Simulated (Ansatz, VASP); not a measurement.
# AlN in VASP and in Ansatz

The input POSCAR:

```
AlN
1.0
    3.0971640999      0.0000000000      0.0000000000
   -1.5485820500      2.6822227902      0.0000000000
    0.0000000000      0.0000000000     10.0339471204
Al N
4 4
Direct
    0.0000000000      0.0000000000     -0.0012653835
    0.3333333333      0.6666666667      0.2498392703
    0.0000000000      0.0000000000      0.4987346165
    0.6666666667      0.3333333333      0.7498392703
    0.0000000000      0.0000000000      0.1882105659
    0.3333333333      0.6666666667      0.4382155474
    0.0000000000      0.0000000000      0.6882105659
    0.6666666667      0.3333333333      0.9382155474
```

The input INCAR.step1:

```
PREC     = Accurate       # precision mode
ENCUT    = 520            # plane-wave cutoff, eV
EDIFF    = 1E-5           # SCF threshold, eV
ISMEAR   = 0              # smearing method
SIGMA    = 0.01           # smearing width, eV
LREAL    = False          # projectors in reciprocal space
LASPH    = True           # aspherical terms in the spheres
NELM     = 120            # most SCF steps
ALGO     = Normal         # electronic algorithm
ISIF     = 2              # what is computed and relaxed
LWAVE    = True           # write WAVECAR
LCHARG   = False          # write CHGCAR
GGA      = PE             # functional
NBANDS   = 26             # bands
GGA_COMPAT= False
```

INCAR.step2

```
PREC     = Accurate       # precision mode
ENCUT    = 520            # plane-wave cutoff, eV
EDIFF    = 1E-6           # SCF threshold, eV
ISMEAR   = 0              # smearing method
SIGMA    = 0.01           # smearing width, eV
LREAL    = False          # projectors in reciprocal space
LASPH    = True           # aspherical terms in the spheres
NELM     = 120            # most SCF steps
ALGO     = Normal         # electronic algorithm
ISIF     = 2              # what is computed and relaxed
LWAVE    = False          # write WAVECAR
LCHARG   = False          # write CHGCAR
GGA      = PE             # functional
LHFCALC  = True           # exact exchange
HFSCREEN = 0.2079         # screening, 1/A
PRECFOCK = Normal       
ISTART   = 1            
NBANDS   = 26             # bands
GGA_COMPAT= False
```

The input KPOINTS:

```
Automatic mesh
0
Gamma
  6 6 2
```

Input for Ansatz:

```yaml
crystal:
  lattice:
    - [3.0971640999, 0.0, 0.0]
    - [-1.54858205, 2.6822227902, 0.0]
    - [0.0, 0.0, 10.0339471204]
  atoms:
    - { symbol: Al, position: [0.0, 0.0, -0.0012653835] }
    - { symbol: Al, position: [0.3333333333, 0.6666666667, 0.2498392703] }
    - { symbol: Al, position: [0.0, 0.0, 0.4987346165] }
    - { symbol: Al, position: [0.6666666667, 0.3333333333, 0.7498392703] }
    - { symbol: "N", position: [0.0, 0.0, 0.1882105659] }
    - { symbol: "N", position: [0.3333333333, 0.6666666667, 0.4382155474] }
    - { symbol: "N", position: [0.0, 0.0, 0.6882105659] }
    - { symbol: "N", position: [0.6666666667, 0.3333333333, 0.9382155474] }
kpoints:
  mp_grid: { grid: [6, 6, 2] }
  band_path:
    path:
      - [0.0, 0.0, 0.0]
      - [0.5, 0.0, 0.0]
      - [0.3333333333, 0.3333333333, 0.0]
      - [0.0, 0.0, 0.5]
      - [0.5, 0.0, 0.5]
      - [0.3333333333, 0.3333333333, 0.5]
      - [0.0, 0.5, 0.0]
    npoints: 1
hamiltonian:
  xc: hse06
scf:
  occupations: { method: fixed }
  n_extra_bands: 6
output:
  forces: true
  stress: true
  eigenvalues: true
```

Alike in both runs: task single point; functional HSE06; k mesh 6 × 6 × 2; no spin polarisation.

```csv
,VASP,Ansatz
version,VASP 6.6.1,Ansatz 0.2.0
potentials or method,"VASP PAW PBE potentials, release 64 (Al, N)","plane waves, PAW"
plane-wave cutoff (eV),520,420
occupations,"gaussian, width 0.01 eV",fixed
valence electrons in the cell,32,32
```

Ansatz gave:

| Quantity | Value |
| --- | --- |
| gap on the k mesh at the Fermi level (eV) | 5.31 |
| pressure (GPa) | -0.6 |
| traceless stress, the component that is largest in VASP (GPa) | -0.10 |
| rms of the force components (eV/Å) | 0.004 |

What did VASP give for the same quantities?

gap on the k mesh at the Fermi level (eV): 5.31; pressure (GPa): -0.8; traceless stress, the component that is largest in VASP (GPa): -0.06; rms of the force components (eV/Å): 0.003.

Atom by atom the forces differ by 0.001 eV/Å (rms over components). Ansatz's warnings: stress exchange threshold loose, stress scf threshold loose.
